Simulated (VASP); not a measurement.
# ScB2 (P6/mmm) in VASP: notebook

Runs on ScB2. Level: LDA. Tasks: single point, relaxation of volume and atoms at fixed shape.

All numbers are computed with VASP 6.6.1; they aren't measurements. Logs are shortened: lines on timing, memory, paths and dates and some standing lists are left out, and cuts for length are marked.

**1. The cell of the first run**

Symmetry: P6/mmm, No. 191, hexagonal system. The conventional cell has a = 3.097 Å, b = 3.097 Å, c = 3.461 Å, α = 90.00°, β = 90.00°, γ = 120.00°. Sc (site symmetry 6/mmm) has 12 B at 2.49 Å and 6 Sc at 3.10 Å within 3.3 Å. Within 2.5 Å of B (site symmetry -6m2) lie 3 B at 1.79 Å and 6 Sc at 2.49 Å.

**2. Single point, LDA**

Input file INCAR:

```
SYSTEM = ScB2
ALGO = Normal
EDIFF = 1E-6
ENCUT = 520
GGA = CA
ISIF = 2
ISMEAR = 1
LASPH = .True.
LCHARG = .True.
LELF = .True.
LREAL = .False.
LVHAR = .True.
LWAVE = .False.
NBANDS = 16
NELM = 100
PREC = Accurate
SIGMA = 0.05
```

Input file KPOINTS:

```
k-points
0
Gamma
  17 17 13
  0 0 0
```

Input file POSCAR:

```
ScB2
1.0
    3.0969494310      0.0000000000      0.0000000000
   -1.5484747155      2.6820368815      0.0000000000
    0.0000000000      0.0000000000      3.4607181083
Sc B
1 2
Direct
    0.0000000000      0.0000000000      0.0000000000
    0.3333333333      0.6666666667      0.5000000000
    0.6666666667      0.3333333333      0.5000000000
```

Potentials or basis: VASP PAW LDA potentials, release 64 (Sc_sv, B).

On the command line:

```sh
$ cat potpaw_LDA.64/Sc_sv/POTCAR potpaw_LDA.64/B/POTCAR > POTCAR
$ mpirun -np 1 vasp_std > vasp.out
```

OUTCAR:

```text
SYSTEM = ScB2
   EDIFF = 1E-6
   ENCUT = 520
   GGA = CA
   ISIF = 2
   ISMEAR = 1
   LASPH = .True.
   LREAL = .False.
   NELM = 100
   PREC = Accurate

 ion  position               nearest neighbor table
   1  0.000  0.000  0.000-   2 2.49   3 2.49   2 2.49   3 2.49   3 2.49   3 2.49   2 2.49   2 2.49
                             3 2.49   3 2.49   2 2.49   2 2.49
   2  0.333  0.667  0.500-   3 1.79   3 1.79   3 1.79   1 2.49   1 2.49   1 2.49   1 2.49   1 2.49
                             1 2.49
   3  0.667  0.333  0.500-   2 1.79   2 1.79   2 1.79   1 2.49   1 2.49   1 2.49   1 2.49   1 2.49
                             1 2.49

  LATTYP: Found a hexagonal cell.
 ALAT       =     3.0969494310
 C/A-ratio  =     1.1174603220

  Lattice vectors:

 A1 = (   3.0969494310,   0.0000000000,   0.0000000000)
 A2 = (  -1.5484747155,   2.6820368815,   0.0000000000)
 A3 = (   0.0000000000,   0.0000000000,   3.4607181083)

Analysis of symmetry for initial positions (statically):
=====================================================================
 Subroutine PRICEL returns:
 Original cell was already a primitive cell.

 Routine SETGRP: Setting up the symmetry group for a
 hexagonal supercell.

 Subroutine GETGRP returns: Found 24 space group operations
 (whereof 24 operations were pure point group operations)
 out of a pool of 24 trial point group operations.

The static configuration has the point symmetry D_6h.

Analysis of symmetry for dynamics (positions and initial velocities):
=====================================================================
 Subroutine PRICEL returns:
 Original cell was already a primitive cell.

 Routine SETGRP: Setting up the symmetry group for a
 hexagonal supercell.

 Subroutine GETGRP returns: Found 24 space group operations
 (whereof 24 operations were pure point group operations)
 out of a pool of 24 trial point group operations.

The dynamic configuration has the point symmetry D_6h.

 Subroutine INISYM returns: Found 24 space group operations
 (whereof 24 operations are pure point group operations),
 and found     1 'primitive' translations

----------------------------------------------------------------------------------------

                                     Primitive cell

  volume of cell :      28.7452

  direct lattice vectors                    reciprocal lattice vectors
     3.096949431  0.000000000  0.000000000     0.322898395  0.186425475  0.000000000
    -1.548474716  2.682036882  0.000000000     0.000000000  0.372850950  0.000000000
     0.000000000  0.000000000  3.460718108     0.000000000  0.000000000  0.288957369

  length of vectors
     3.096949431  3.096949431  3.460718108     0.372850950  0.372850950  0.288957369

  position of ions in fractional coordinates (direct lattice)
     0.000000000  0.000000000  0.000000000
     0.333333333  0.666666667  0.500000000
     0.666666667  0.333333333  0.500000000

  ion indices of the primitive-cell ions
   primitive index   ion index
                 1           1
                 2           2
                 3           3

----------------------------------------------------------------------------------------

 KPOINTS: k-points

Automatic generation of k-mesh.
 Grid dimensions read from file:
 generate k-points for:   17   17   13

 Generating k-lattice:

  Cartesian coordinates                     Fractional coordinates (reciprocal lattice)
     0.018994023  0.010966204  0.000000000     0.058823529  0.000000000  0.000000000
     0.000000000  0.021932409  0.000000000     0.000000000  0.058823529  0.000000000
     0.000000000  0.000000000  0.022227490     0.000000000  0.000000000  0.076923077

  Length of vectors
     0.021932409  0.021932409  0.022227490

  Shift w.r.t. Gamma in fractional coordinates (k-lattice)
     0.000000000  0.000000000  0.000000000

 Subroutine IBZKPT returns following result:
 ===========================================

 Found    231 irreducible k-points:

 Following reciprocal coordinates:
            Coordinates               Weight
  0.000000  0.000000  0.000000      1.000000
  0.058824  0.000000  0.000000      6.000000
  0.117647  0.000000  0.000000      6.000000
  0.176471  0.000000  0.000000      6.000000
  0.235294  0.000000  0.000000      6.000000
  0.294118  0.000000  0.000000      6.000000
[... 16 lines left out ...]
  0.411765  0.117647  0.000000     12.000000
  0.176471  0.176471  0.000000      6.000000
 [... further k-points ...]
   k-points           NKPTS =    231   k-points in BZ     NKDIM =    231   number of bands    NBANDS=     16
   number of dos      NEDOS =    301   number of ions     NIONS =      3
   total plane-waves  NPLWV =  16128
   dimension x,y,z NGX =    24 NGY =   24 NGZ =   28
   dimension x,y,z NGXF=    48 NGYF=   48 NGZF=   56
   ions per type =               1   2
   NGX,Y,Z   is equivalent  to a cutoff of  12.88, 12.88, 13.45 a.u.
   NGXF,Y,Z  is equivalent  to a cutoff of  25.77, 25.77, 26.90 a.u.
 SYSTEM =  ScB2
   PREC   = accura    normal or accurate (medium, high low for compatibility)
   ISTART =      0    job   : 0-new  1-cont  2-samecut
   ICHARG =      2    charge: 1-file 2-atom 10-const
   ISPIN  =      1    spin polarized calculation?
   LNONCOLLINEAR =      F non collinear calculations
   LSORBIT =      F    spin-orbit coupling
   LASPH  =      T    aspherical Exc in radial PAW
   ENCUT  =  520.0 eV  38.22 Ry    6.18 a.u.   5.76  5.76  6.43*2*pi/ulx,y,z
   NELM   =    100;   NELMIN=  2; NELMDL= -5     # of ELM steps
   EDIFF  = 0.1E-05   stopping-criterion for ELM
   LREAL  =      F    real-space projection
   EDIFFG = 0.1E-04   stopping-criterion for IOM
   NSW    =      0    number of steps for IOM
   IBRION =     -1    ionic relax: 0-MD 1-quasi-New 2-CG
   NFREE  =      0    steps in history (QN), initial steepest desc. (CG)
   ISIF   =      2    stress and relaxation
   ISYM   =      2    0-nonsym 1-usesym 2-fastsym
   POTIM  = 0.5000    time-step for ionic-motion
   TEBEG  =    0.0;   TEEND  =   0.0 temperature during run
   PSTRESS=    0.0 pullay stress
   NELECT =      17.0000    total number of electrons
   NUPDOWN=      -1.0000    fix difference up-down
   EMIN   =  10.00;   EMAX   =-10.00  energy-range for DOS
   EFERMI =   0.00;   METHOD = LEGACY
   ISMEAR =     1;   SIGMA  =   0.05  broadening in eV -4-tet -1-fermi 0-gaus
   EFERMI_NEDOS =   21; number of points for ismear=-14 and -15
   IALGO  =     38    algorithm
   IMIX   =      4    mixing-type and parameters
     AMIX     =   0.40;   BMIX     =  1.00
     AMIX_MAG =   1.60;   BMIX_MAG =  1.00
  volume/ion in A,a.u.               =       9.58        64.66
  Fermi-wavevector in a.u.,A,eV,Ry     =   1.374156  2.596779 25.691954  1.888305
  Thomas-Fermi vector in A             =   2.499608
   LORBIT       =      0    0 simple, 1 ext, 2 COOP (PROOUT), +10 PAW based schemes
   GGA     = CA    functional components
   LHFCALC =     F    Hartree Fock is set to
   AEXX    =    0.0000 exact exchange contribution
   IVDW    =     0    specifies the selected vdW correction
   LEPSILON=     F    determine dielectric tensor
   LRPA    =     F    only Hartree local field effects (RPA)
 non-spin polarized calculation
 Methfessel and Paxton  Order N= 1 SIGMA  =   0.05
  energy-cutoff  :      520.00
  volume of cell :       28.75
 maximum number of plane-waves:       785
 NGX is ok and might be reduce to    24
   NGX = 11   NGY = 11   NGZ = 13

 number of electron      17.0000002 magnetization

 Free energy of the ion-electron system (eV)
  ---------------------------------------------------
  ext. energy  EPLUGINS =         0.00000000
  ---------------------------------------------------
  free energy    TOTEN  =       -24.38697750 eV

  energy without entropy =      -24.38673295  energy(sigma->0) =      -24.38689598

 E-fermi :   6.2491     XC(G=0): -12.3258

 val. band max:        6.2490761989   @ k =   0.0588   0.0000   0.4615
 cond. band min:       6.2577976250   @ k =   0.2941   0.2941   0.0769
 fundamental gap:      0.0087214261
 Fermi energy:         6.2491348456

 k-point     1 :       0.0000    0.0000    0.0000
  band No.  band energies     occupation
      1     -41.2087      2.00000
      2     -20.3096      2.00000
      3     -19.9326      2.00000
      4     -19.9326      2.00000
      5      -5.3708      2.00000
      6       4.7879      2.00000
[... 8 lines left out ...]
     15      13.0754      0.00000
     16      13.8133      0.00000

 k-point     2 :       0.0588    0.0000    0.0000
  band No.  band energies     occupation
      1     -41.2057      2.00000
      2     -20.3057      2.00000
      3     -19.9546      2.00000
      4     -19.9374      2.00000
      5      -5.3047      2.00000
      6       4.7573      2.00000
[... 8 lines left out ...]
     15      13.4718      0.00000
     16      14.0409      0.00000

 k-point     3 :       0.1176    0.0000    0.0000
  band No.  band energies     occupation
      1     -41.1970      2.00000
      2     -20.2946      2.00000
      3     -20.0170      2.00000
      4     -19.9509      2.00000
      5      -5.1091      2.00000
      6       4.5499      2.00000
[... 8 lines left out ...]
     15      14.3668      0.00000
     16      14.7009      0.00000

 k-point     4 :       0.1765    0.0000    0.0000
  band No.  band energies     occupation
      1     -41.1839      2.00000
      2     -20.2777      2.00000
      3     -20.1104      2.00000
      4     -19.9714      2.00000
      5      -4.7910      2.00000
      6       3.7480      2.00000
[... 8 lines left out ...]
     15      14.6353      0.00000
     16      15.5060      0.00000
[... 324 lines left out ...]
 k-point    22 :       0.3529    0.1176    0.0000
  band No.  band energies     occupation
      1     -41.1220      2.00000
      2     -20.4863      2.00000
      3     -20.1984      2.00000
      4     -20.1103      2.00000
      5      -2.3371      2.00000
      6       0.1251      2.00000
[... 8 lines left out ...]
     15      14.9578      0.00000
     16      16.1601      0.00000

 k-point    23 :       0.4118    0.1176    0.0000
  band No.  band energies     occupation
      1     -41.1164      2.00000
      2     -20.5193      2.00000
      3     -20.1912      2.00000
      4     -20.1225      2.00000
      5      -1.5698      2.00000
      6      -0.7443      2.00000
[... 8 lines left out ...]
     15      15.2699      0.00000
     16      15.9032      0.00000

 k-point    24 :       0.1765    0.1765    0.0000
  band No.  band energies     occupation
      1     -41.1478      2.00000
      2     -20.3215      2.00000
      3     -20.2314      2.00000
      4     -20.0655      2.00000
      5      -3.7084      2.00000
      6       2.1650      2.00000
[... 8 lines left out ...]
     15      14.8960      0.00000
     16      16.3073      0.00000

 [... further k-points ...]
[... 5 lines left out ...]
  --------------------------------------------------------------------------------------
  -------------------------------------------------------------------------------------
  Total        0.2003954      0.2003954      0.0196210      0.0000000      0.0000000      0.0000000
  in kB       11.1694866     11.1694866      1.0936214      0.0000000      0.0000000      0.0000000
  external PRESSURE =       7.8108649 kB  Pullay stress =       0.0000000 kB

 VOLUME and BASIS-vectors are now :
 -----------------------------------------------------------------------------
  energy-cutoff  :      520.00
  volume of cell :       28.75
      direct lattice vectors                 reciprocal lattice vectors
     3.096949431  0.000000000  0.000000000     0.322898395  0.186425475  0.000000000
    -1.548474716  2.682036882  0.000000000     0.000000000  0.372850950  0.000000000
     0.000000000  0.000000000  3.460718108     0.000000000  0.000000000  0.288957369

 POSITION                                       TOTAL-FORCE (eV/Angst)
 -----------------------------------------------------------------------------------
      0.00000      0.00000      0.00000        -0.000000      0.000000      0.000000
     -0.00000      1.78802      1.73036         0.000000      0.000000     -0.000000
      1.54847      0.89401      1.73036         0.000000     -0.000000      0.000000
 -----------------------------------------------------------------------------------
    total drift:                               -0.000000      0.000000     -0.000000

  FREE ENERGIE OF THE ION-ELECTRON SYSTEM (eV)
  ---------------------------------------------------
  free  energy   TOTEN  =       -24.3869774990 eV

  energy  without entropy=      -24.3867329520  energy(sigma->0) =      -24.38689598
```

Wall time 31 s (1 thread of Intel Xeon 6975P-C (Granite Rapids), shared host); peak memory 0.21 GiB.

What came out:

| Quantity | Value |
| --- | --- |
| Free energy | -24.3870 eV |
| Pressure | 0.8 GPa |
| Band gap on the k mesh | zero (an odd number of electrons rules out a gap without spin polarisation) |

**3. Relaxation of volume and atoms at fixed shape, LDA**

This run uses another cell than the first one, of 10.08 Å³/atom.

Input file INCAR:

```
PREC = Accurate ; ENCUT = 600
EDIFF = 1E-6 ; ISMEAR = 1
SIGMA = 0.05 ; LREAL = False
LASPH = True ; NELM = 60
ALGO = Normal ; ISIF = 8
LWAVE = False ; LCHARG = False
IBRION = 2 ; NSW = 80
EDIFFG = -0.03
```

Input file KPOINTS:

```
regular mesh
0
Gamma
  17 17 13
```

Input file POSCAR:

```
ScB2
1.0
    3.1500000000      0.0000000000      0.0000000000
   -1.5750000000      2.7279800000      0.0000000000
    0.0000000000      0.0000000000      3.5200000000
Sc B
1 2
Direct
    0.0000000000      0.0000000000      0.0000000000
    0.3333333333      0.6666666667      0.5000000000
    0.6666666667      0.3333333333      0.5000000000
```

Potentials or basis: VASP PAW LDA potentials, release 64 (Sc_sv, B).

On the command line:

```sh
$ cat potpaw_LDA.64/Sc_sv/POTCAR potpaw_LDA.64/B/POTCAR > POTCAR
$ mpirun -np 1 vasp_std > vasp.out
```

OUTCAR:

```text
PREC = Accurate
   ENCUT = 600
   EDIFF = 1E-6
   ISMEAR = 1
   LREAL = False
   LASPH = True
   NELM = 60
   ISIF = 8
   IBRION = 2
   NSW = 80
   EDIFFG = -0.03

 ion  position               nearest neighbor table
   1  0.000  0.000  0.000-   2 2.53   2 2.53   3 2.53   3 2.53   2 2.53   3 2.53   2 2.53   3 2.53
                             3 2.53   3 2.53   2 2.53   2 2.53
   2  0.333  0.667  0.500-   3 1.82   3 1.82   3 1.82   1 2.53   1 2.53   1 2.53   1 2.53   1 2.53
                             1 2.53
   3  0.667  0.333  0.500-   2 1.82   2 1.82   2 1.82   1 2.53   1 2.53   1 2.53   1 2.53   1 2.53
                             1 2.53

  LATTYP: Found a hexagonal cell.
 ALAT       =     3.1500000000
 C/A-ratio  =     1.1174603175

  Lattice vectors:

 A1 = (   3.1500000000,   0.0000000000,   0.0000000000)
 A2 = (  -1.5750000000,   2.7279800000,   0.0000000000)
 A3 = (   0.0000000000,   0.0000000000,   3.5200000000)
[... 268 lines left out ...]
 Fermi energy:         6.2199269445

 k-point     1 :       0.0000    0.0000    0.0000
  band No.  band energies     occupation
      1     -41.2550      2.00000
      2     -20.3548      2.00000
      3     -19.9819      2.00000
      4     -19.9819      2.00000
      5      -5.3847      2.00000
      6       4.7547      2.00000
      7       5.3125      2.00000
      8       5.3125      2.00000
      9       5.7528      2.00000
     10      10.4744      0.00000
     11      10.4744      0.00000
     12      11.2762      0.00000
[... 331 lines left out ...]
 k-point    24 :       0.1765    0.1765    0.0000
  band No.  band energies     occupation
      1     -41.1951      2.00000
      2     -20.3654      2.00000
      3     -20.2778      2.00000
      4     -20.1130      2.00000
      5      -3.7271      2.00000
      6       2.1383      2.00000
      7       3.5231      2.00000
      8       4.4239      2.00000
      9       7.1726     -0.00000
     10       8.9674      0.00000
     11       9.1962      0.00000
     12      11.3515      0.00000

 [... further k-points ...]
[... 5 lines left out ...]
  --------------------------------------------------------------------------------------
  -------------------------------------------------------------------------------------
  Total        0.0427724      0.0427724     -0.1136784      0.0000000      0.0000000      0.0000000
  in kB        2.3744179      2.3744179     -6.3106087      0.0000000      0.0000000      0.0000000
  external PRESSURE =      -0.5205910 kB  Pullay stress =       0.0000000 kB
[... 18 lines left out ...]
  FREE ENERGIE OF THE ION-ELECTRON SYSTEM (eV)
  ---------------------------------------------------
  free  energy   TOTEN  =       -24.3894388289 eV

  energy  without entropy=      -24.3891928080  energy(sigma->0) =      -24.38935682

 reached required accuracy - stopping structural energy minimisation
```

OSZICAR:

```text
N       E                     dE             d eps       ncg     rms          rms(c)
DAV:   1     0.126012970292E+03    0.12601E+03   -0.82103E+03  5632   0.162E+03
DAV:   2    -0.187102988021E+02   -0.14472E+03   -0.14034E+03  5988   0.451E+02
[... 30 lines left out ...]
DAV:   1    -0.245326242463E+02   -0.17070E+00   -0.46293E+00  6152   0.409E+01    0.345E+00
DAV:   2    -0.244050928017E+02    0.12753E+00   -0.40476E-01  8276   0.135E+01    0.774E-01
DAV:   3    -0.243920841125E+02    0.13009E-01   -0.20168E-02  8848   0.192E+00    0.332E-01
DAV:   4    -0.243895116147E+02    0.25725E-02   -0.64727E-03  8408   0.107E+00    0.191E-01
DAV:   5    -0.243895127605E+02   -0.11458E-05   -0.59983E-04  9684   0.326E-01    0.375E-02
DAV:   6    -0.243894391578E+02    0.73603E-04   -0.30658E-04  9504   0.196E-01    0.665E-03
DAV:   7    -0.243894388289E+02    0.32889E-06   -0.46326E-06  8784   0.288E-02
   3 F= -.24389439E+02 E0= -.24389357E+02  d E =-.413665E-01
```

CONTCAR:

```text
ScB2
   1.00000000000000
     3.1011172526166115    0.0000000000000000    0.0000000000000000
    -1.5505586263083058    2.6856462992993855    0.0000000000000000
     0.0000000000000000    0.0000000000000000    3.4653754695906263
  Sc              B
     1     2
Direct
     0.0000000000000000    0.0000000000000000    0.0000000000000000
     0.3333333332999970    0.6666666667000030    0.5000000000000000
     0.6666666667000030    0.3333333332999970    0.5000000000000000

  0.00000000E+00  0.00000000E+00  0.00000000E+00
  0.00000000E+00  0.00000000E+00  0.00000000E+00
  0.00000000E+00  0.00000000E+00  0.00000000E+00
```

It took 2.1 min on 1 thread of Intel Xeon 6975P-C (Granite Rapids), shared host; peak memory 0.24 GiB.

What came out:

```
Free energy                           : -24.3894 eV
Relaxed volume                        : 9.62 Å³/atom
Relaxed cell                          : a = 3.101 Å, b = 3.101 Å, c = 3.465 Å, α = 90.00°, β = 90.00°, γ = 120.00°
Space group after relaxing (to 0.1 Å) : P6/mmm (No. 191)
Energy gained by relaxing             : 13.8 meV/atom
Ionic steps                           : 3
Pressure after relaxing               : -0.1 GPa
Band gap on the k mesh                : zero (an odd number of electrons rules out a gap without spin polarisation)
```

Stress tensor (GPa, compression positive):
```
 0.24  0.00  0.00
 0.00  0.24  0.00
 0.00  0.00 -0.63
```

Step by step:
```tsv
step	energy change (eV)	largest force (eV/Å)	pressure (GPa)	volume (Å³)
1	0.0000	0.0000	-9.17	30.25
2	-0.0139	0.0000	8.51	27.79
3	-0.0414	0.0000	-0.05	28.86
```

Final structure:
```
Sc B
1.0
     3.10112    0.00000    0.00000
    -1.55056    2.68565    0.00000
     0.00000    0.00000    3.46538
Sc B
1 2
Direct
  0.00000 0.00000 0.00000
  0.33333 0.66667 0.50000
  0.66667 0.33333 0.50000
```
